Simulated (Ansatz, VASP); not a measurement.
## GaP: VASP beside Ansatz

The input INCAR:

```
  PREC = Accurate
  ENCUT = 520
  EDIFF = 1E-6
  ISMEAR = 0
  SIGMA = 0.05
  LREAL = F
  LASPH = T
  NELM = 60
  ALGO = Normal
  ISIF = 2
  LWAVE = F
  LCHARG = F
  GGA = PE
  NBANDS = 26
```

The input KPOINTS:

```
regular mesh
0
Gamma
  9 9 9
```

File POSCAR:

```
GaP
1.0
    1.8825209540      1.0868739795      5.7551175591
   -1.8825209540      1.0868739795      5.7551175591
    0.0000000000     -2.1737479591      5.7551175591
Ga P
2 2
Direct
    0.4355841032      0.4355841032      0.4355841032
    0.5644158968      0.5644158968      0.5644158968
    0.0575077006      0.0575077006      0.0575077006
    0.9424922994      0.9424922994      0.9424922994
```

Input for Ansatz:

```yaml
crystal:
  lattice:
    - [1.882520954, 1.0868739795, 5.7551175591]
    - [-1.882520954, 1.0868739795, 5.7551175591]
    - [0.0, -2.1737479591, 5.7551175591]
  atoms:
    - { symbol: Ga, position: [0.4355841032, 0.4355841032, 0.4355841032] }
    - { symbol: Ga, position: [0.5644158968, 0.5644158968, 0.5644158968] }
    - { symbol: P, position: [0.0575077006, 0.0575077006, 0.0575077006] }
    - { symbol: P, position: [0.9424922994, 0.9424922994, 0.9424922994] }
basis:
  ecutwfc: 420
kpoints:
  mp_grid: { grid: [9, 9, 9] }
hamiltonian:
  xc: pbe
  pseudopotentials: { kind: paw, azcp: { folder: soft_1 } }
scf:
  occupations: { method: gaussian, width: 0.05 }
output:
  forces: true
  stress: true
  eigenvalues: true
```

Alike in both runs: task single point; functional PBE; k mesh 9 × 9 × 9; occupations gaussian, width 0.05 eV; no spin polarisation.

```csv
,VASP,Ansatz
version,VASP 6.6.1,Ansatz 0.2.0
potentials or method,"VASP PAW PBE potentials, release 64 (Ga_d, P), cutoff 520 eV","scalar-relativistic, plane waves, PAW"
valence electrons in the cell,36,36
```

```csv
,VASP,Ansatz,Ansatz less VASP
gap on the k mesh at the Fermi level (eV),0.72,0.71,-0.002
least direct gap on the mesh (eV),0.84,0.85,+0.008
pressure (GPa),20.4,20.6,+0.16
"traceless stress, the component that is largest in VASP (GPa)",20.12,20.29,+0.166
rms of the force components (eV/Å),1.251,1.283,+0.0323
```

Atom by atom the forces differ by 0.036 eV/Å (rms over components).
